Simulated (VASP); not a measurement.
# SrO (Fm-3m) in VASP: further runs

The runs below take SrO through single point, with PBE.

Program: VASP 6.6.1. These are calculated values, not measurements. Logs are shortened: lines on timing, memory, paths and dates and some standing lists are left out, and cuts for length are marked.

### 1 The cell of the first run

Symmetry: Fm-3m, No. 225, cubic system. The conventional cell has a = 5.096 Å, b = 5.096 Å, c = 5.096 Å, α = 90.00°, β = 90.00°, γ = 90.00°. Within 3.4 Å of Sr (site symmetry m-3m) lie 6 O at 2.55 Å. Within 3.4 Å of O (site symmetry m-3m) lie 6 Sr at 2.55 Å.

### 2 Single point, PBE (volume scaled by 0.975)

INCAR

```
ALGO = Normal
EDIFF = 1E-6
ENCUT = 520
GGA = PE
ISIF = 2
ISMEAR = -1
LASPH = T
LCHARG = F
LREAL = F
LWAVE = F
NBANDS = 15
NELM = 100
PREC = Accurate
SIGMA = 0.02
```

KPOINTS

```
k-points
0
Gamma
  8 8 8
```

POSCAR

```
SrO
1.0
    0.0000000000      2.5482040210      2.5482040210
    2.5482040210      0.0000000000      2.5482040210
    2.5482040210      2.5482040210      0.0000000000
Sr O
1 1
Direct
    0.0000000000      0.0000000000      0.0000000000
    0.5000000000      0.5000000000      0.5000000000
```

Potentials or basis: VASP PAW PBE potentials, release 64 (Sr_sv, O).

Run with:

```
$ cat potpaw_PBE.64/Sr_sv/POTCAR potpaw_PBE.64/O/POTCAR > POTCAR
$ mpirun -np 1 vasp_std > vasp.out
```

OUTCAR:

```text
EDIFF = 1E-6
   ENCUT = 520
   GGA = PE
   ISIF = 2
   ISMEAR = -1
   LASPH = T
   LREAL = F
   NELM = 100
   PREC = Accurate

 ion  position               nearest neighbor table
   1  0.000  0.000  0.000-   2 2.55   2 2.55   2 2.55   2 2.55   2 2.55   2 2.55
   2  0.500  0.500  0.500-   1 2.55   1 2.55   1 2.55   1 2.55   1 2.55   1 2.55

  LATTYP: Found a face centered cubic cell.
 ALAT       =     5.0964080420

  Lattice vectors:

 A1 = (   0.0000000000,   2.5482040210,   2.5482040210)
 A2 = (   2.5482040210,   0.0000000000,   2.5482040210)
 A3 = (   2.5482040210,   2.5482040210,   0.0000000000)

Analysis of symmetry for initial positions (statically):
=====================================================================
 Subroutine PRICEL returns:
 Original cell was already a primitive cell.

 Routine SETGRP: Setting up the symmetry group for a
 face centered cubic supercell.

 Subroutine GETGRP returns: Found 48 space group operations
 (whereof 48 operations were pure point group operations)
 out of a pool of 48 trial point group operations.

The static configuration has the point symmetry O_h .

Analysis of symmetry for dynamics (positions and initial velocities):
=====================================================================
 Subroutine PRICEL returns:
 Original cell was already a primitive cell.

 Routine SETGRP: Setting up the symmetry group for a
 face centered cubic supercell.

 Subroutine GETGRP returns: Found 48 space group operations
 (whereof 48 operations were pure point group operations)
 out of a pool of 48 trial point group operations.

The dynamic configuration has the point symmetry O_h .

 Subroutine INISYM returns: Found 48 space group operations
 (whereof 48 operations are pure point group operations),
 and found     1 'primitive' translations

----------------------------------------------------------------------------------------

                                     Primitive cell

  volume of cell :      33.0927

  direct lattice vectors                    reciprocal lattice vectors
     0.000000000  2.548204021  2.548204021    -0.196216628  0.196216628  0.196216628
     2.548204021  0.000000000  2.548204021     0.196216628 -0.196216628  0.196216628
     2.548204021  2.548204021  0.000000000     0.196216628  0.196216628 -0.196216628

  length of vectors
     3.603704686  3.603704686  3.603704686     0.339857169  0.339857169  0.339857169

  position of ions in fractional coordinates (direct lattice)
     0.000000000  0.000000000  0.000000000
     0.500000000  0.500000000  0.500000000

  ion indices of the primitive-cell ions
   primitive index   ion index
                 1           1
                 2           2

----------------------------------------------------------------------------------------

 KPOINTS: k-points

Automatic generation of k-mesh.
 Grid dimensions read from file:
 generate k-points for:    8    8    8

 Generating k-lattice:

  Cartesian coordinates                     Fractional coordinates (reciprocal lattice)
    -0.024527078  0.024527078  0.024527078     0.125000000  0.000000000  0.000000000
     0.024527078 -0.024527078  0.024527078     0.000000000  0.125000000  0.000000000
     0.024527078  0.024527078 -0.024527078     0.000000000  0.000000000  0.125000000

  Length of vectors
     0.042482146  0.042482146  0.042482146

  Shift w.r.t. Gamma in fractional coordinates (k-lattice)
     0.000000000  0.000000000  0.000000000

 Subroutine IBZKPT returns following result:
 ===========================================

 Found     29 irreducible k-points:

 Following reciprocal coordinates:
            Coordinates               Weight
  0.000000  0.000000  0.000000      1.000000
  0.125000  0.000000  0.000000      8.000000
  0.250000  0.000000  0.000000      8.000000
  0.375000  0.000000  0.000000      8.000000
  0.500000  0.000000  0.000000      4.000000
  0.125000  0.125000  0.000000      6.000000
[... 16 lines left out ...]
  0.500000  0.250000  0.125000     48.000000
 -0.375000  0.250000  0.125000     24.000000
 [... further k-points ...]
   k-points           NKPTS =     29   k-points in BZ     NKDIM =     29   number of bands    NBANDS=     15
   number of dos      NEDOS =    301   number of ions     NIONS =      2
   total plane-waves  NPLWV =  21952
   dimension x,y,z NGX =    28 NGY =   28 NGZ =   28
   dimension x,y,z NGXF=    56 NGYF=   56 NGZF=   56
   ions per type =               1   1
   NGX,Y,Z   is equivalent  to a cutoff of  12.92, 12.92, 12.92 a.u.
   NGXF,Y,Z  is equivalent  to a cutoff of  25.83, 25.83, 25.83 a.u.
 SYSTEM =  unknown system
   PREC   = accura    normal or accurate (medium, high low for compatibility)
   ISTART =      0    job   : 0-new  1-cont  2-samecut
   ICHARG =      2    charge: 1-file 2-atom 10-const
   ISPIN  =      1    spin polarized calculation?
   LNONCOLLINEAR =      F non collinear calculations
   LSORBIT =      F    spin-orbit coupling
   LASPH  =      T    aspherical Exc in radial PAW
   ENCUT  =  520.0 eV  38.22 Ry    6.18 a.u.   6.70  6.70  6.70*2*pi/ulx,y,z
   NELM   =    100;   NELMIN=  2; NELMDL= -5     # of ELM steps
   EDIFF  = 0.1E-05   stopping-criterion for ELM
   LREAL  =      F    real-space projection
   EDIFFG = 0.1E-04   stopping-criterion for IOM
   NSW    =      0    number of steps for IOM
   IBRION =     -1    ionic relax: 0-MD 1-quasi-New 2-CG
   NFREE  =      0    steps in history (QN), initial steepest desc. (CG)
   ISIF   =      2    stress and relaxation
   ISYM   =      2    0-nonsym 1-usesym 2-fastsym
   POTIM  = 0.5000    time-step for ionic-motion
   TEBEG  =    0.0;   TEEND  =   0.0 temperature during run
   PSTRESS=    0.0 pullay stress
   NELECT =      16.0000    total number of electrons
   NUPDOWN=      -1.0000    fix difference up-down
   EMIN   =  10.00;   EMAX   =-10.00  energy-range for DOS
   EFERMI =   0.00;   METHOD = LEGACY
   ISMEAR =    -1;   SIGMA  =   0.02  broadening in eV -4-tet -1-fermi 0-gaus
   EFERMI_NEDOS =   21; number of points for ismear=-14 and -15
   IALGO  =     38    algorithm
   IMIX   =      4    mixing-type and parameters
     AMIX     =   0.40;   BMIX     =  1.00
     AMIX_MAG =   1.60;   BMIX_MAG =  1.00
  volume/ion in A,a.u.               =      16.55       111.66
  Fermi-wavevector in a.u.,A,eV,Ry     =   1.284904  2.428116 22.462918  1.650978
  Thomas-Fermi vector in A             =   2.417070
   LORBIT       =      0    0 simple, 1 ext, 2 COOP (PROOUT), +10 PAW based schemes
   GGA     = PE    functional components
   LHFCALC =     F    Hartree Fock is set to
   AEXX    =    0.0000 exact exchange contribution
   IVDW    =     0    specifies the selected vdW correction
   LEPSILON=     F    determine dielectric tensor
   LRPA    =     F    only Hartree local field effects (RPA)
 non-spin polarized calculation
  energy-cutoff  :      520.00
  volume of cell :       33.09
 maximum number of plane-waves:       905
   NGX = 13   NGY = 13   NGZ = 13

 number of electron      15.9999995 magnetization

 Free energy of the ion-electron system (eV)
  ---------------------------------------------------
  ext. energy  EPLUGINS =         0.00000000
  ---------------------------------------------------
  free energy    TOTEN  =       -12.01419223 eV

  energy without entropy =      -12.01419223  energy(sigma->0) =      -12.01419223

 E-fermi :   2.2020     XC(G=0): -10.1535

 val. band max:        1.7917890272   @ k =   0.0000   0.0000   0.0000
 cond. band min:       5.0393016210   @ k =   0.5000   0.5000   0.0000
 fundamental gap:      3.2475125938
 Fermi energy:         2.2020181104

 k-point     1 :       0.0000    0.0000    0.0000
  band No.  band energies     occupation
      1     -30.5056      2.00000
      2     -13.3324      2.00000
      3     -12.1141      2.00000
      4     -12.1141      2.00000
      5     -12.1141      2.00000
      6       1.7918      2.00000
      7       1.7918      2.00000
      8       1.7918      2.00000
      9       5.9696      0.00000
     10       8.0604      0.00000
     11       8.0604      0.00000
     12       8.0604      0.00000
     13      10.2885      0.00000
     14      10.2885      0.00000
     15      14.6346      0.00000

 k-point     2 :       0.1250    0.0000    0.0000
  band No.  band energies     occupation
      1     -30.4833      2.00000
      2     -13.7003      2.00000
      3     -12.1270      2.00000
      4     -12.1270      2.00000
      5     -11.8005      2.00000
      6       1.3331      2.00000
      7       1.5845      2.00000
      8       1.5845      2.00000
      9       6.6757      0.00000
     10       7.9112      0.00000
     11       8.3755      0.00000
     12       8.3755      0.00000
     13      10.7145      0.00000
     14      10.7145      0.00000
     15      15.6580      0.00000

 k-point     3 :       0.2500    0.0000    0.0000
  band No.  band energies     occupation
      1     -30.4286      2.00000
      2     -14.2922      2.00000
      3     -12.1579      2.00000
      4     -12.1579      2.00000
      5     -11.3397      2.00000
      6       0.4891      2.00000
      7       1.1386      2.00000
      8       1.1386      2.00000
      9       7.8644      0.00000
     10       8.2301      0.00000
     11       9.2316      0.00000
     12       9.2316      0.00000
     13      11.7760      0.00000
     14      11.7760      0.00000
     15      17.7204      0.00000
[... 343 lines left out ...]
 k-point    23 :       0.5000    0.2500    0.1250
  band No.  band energies     occupation
      1     -30.3449      2.00000
      2     -14.4979      2.00000
      3     -12.5114      2.00000
      4     -12.3037      2.00000
      5     -11.3165      2.00000
      6       0.2256      2.00000
      7       0.8212      2.00000
      8       1.2707      2.00000
      9       7.4132      0.00000
     10       9.1433      0.00000
     11      10.8896      0.00000
     12      11.0159      0.00000
     13      13.0890      0.00000
     14      14.0875      0.00000
     15      16.4165      0.00000

 k-point    24 :      -0.3750    0.2500    0.1250
  band No.  band energies     occupation
      1     -30.3265      2.00000
      2     -14.5692      2.00000
      3     -12.5358      2.00000
      4     -12.3639      2.00000
      5     -11.2870      2.00000
      6       0.1855      2.00000
      7       0.9023      2.00000
      8       0.9928      2.00000
      9       8.2572      0.00000
     10       8.6315      0.00000
     11      11.3207      0.00000
     12      11.4529      0.00000
     13      13.6278      0.00000
     14      14.9953      0.00000
     15      15.4802      0.00000

 [... further k-points ...]
[... 5 lines left out ...]
  --------------------------------------------------------------------------------------
  -------------------------------------------------------------------------------------
  Total        1.2791332      1.2791332      1.2791332      0.0000000     -0.0000000      0.0000000
  in kB       61.9289576     61.9289576     61.9289576      0.0000000     -0.0000000      0.0000000
  external PRESSURE =      61.9289576 kB  Pullay stress =       0.0000000 kB

 VOLUME and BASIS-vectors are now :
 -----------------------------------------------------------------------------
  energy-cutoff  :      520.00
  volume of cell :       33.09
      direct lattice vectors                 reciprocal lattice vectors
     0.000000000  2.548204021  2.548204021    -0.196216628  0.196216628  0.196216628
     2.548204021  0.000000000  2.548204021     0.196216628 -0.196216628  0.196216628
     2.548204021  2.548204021  0.000000000     0.196216628  0.196216628 -0.196216628

 POSITION                                       TOTAL-FORCE (eV/Angst)
 -----------------------------------------------------------------------------------
      0.00000      0.00000      0.00000         0.000000      0.000000      0.000000
      2.54820      2.54820      2.54820        -0.000000     -0.000000     -0.000000
 -----------------------------------------------------------------------------------
    total drift:                                0.000000      0.000000      0.000000

  FREE ENERGIE OF THE ION-ELECTRON SYSTEM (eV)
  ---------------------------------------------------
  free  energy   TOTEN  =       -12.0141922260 eV

  energy  without entropy=      -12.0141922260  energy(sigma->0) =      -12.01419223
```

It took 14 s on 1 thread of Intel Xeon 6975P-C, shared host; peak memory 0.16 GiB.

Results:

```yaml
Free_energy: -12.0142 eV
Pressure: 6.2 GPa
Band_gap_on_the_k_mesh: 3.25 eV, indirect (least direct gap 3.32 eV)
```

(Continued in part 2 of 2.)
